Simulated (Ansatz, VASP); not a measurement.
# One calculation of BaHfO3, two programs

```
CELL_PARAMETERS angstrom
4.20574 0.00000 0.00000
0.00000 4.20574 0.00000
0.00000 0.00000 4.20574
ATOMIC_POSITIONS crystal
Ba 0.50000 0.50000 0.50000
Hf 0.00000 0.00000 0.00000
O 0.00000 0.50000 0.00000
O 0.00000 0.00000 0.50000
O 0.50000 0.00000 0.00000
```

Alike in both runs: task single point; functional r2SCAN; k mesh 6 × 6 × 6; occupations gaussian, width 0.02 eV; no spin polarisation.

```csv
,VASP,Ansatz
version,VASP 6.6.1,Ansatz 0.2.0
potentials or method,"VASP PAW PBE potentials, release 64 (Ba_sv, Hf_pv, O), cutoff 520 eV","scalar-relativistic, plane waves, PAW"
valence electrons in the cell,38,54
```

```csv
,VASP,Ansatz,Ansatz less VASP
gap on the k mesh at the Fermi level (eV),4.06,4.15,+0.082
least direct gap on the mesh (eV),4.32,4.30,-0.026
```

VASP's potentials were made for PBE, not for r2SCAN. VASP's potentials hold 38 valence electrons a cell and Ansatz's 54, so a difference there can come from the potentials and not from the codes.

Neither program's run includes spin-orbit coupling.
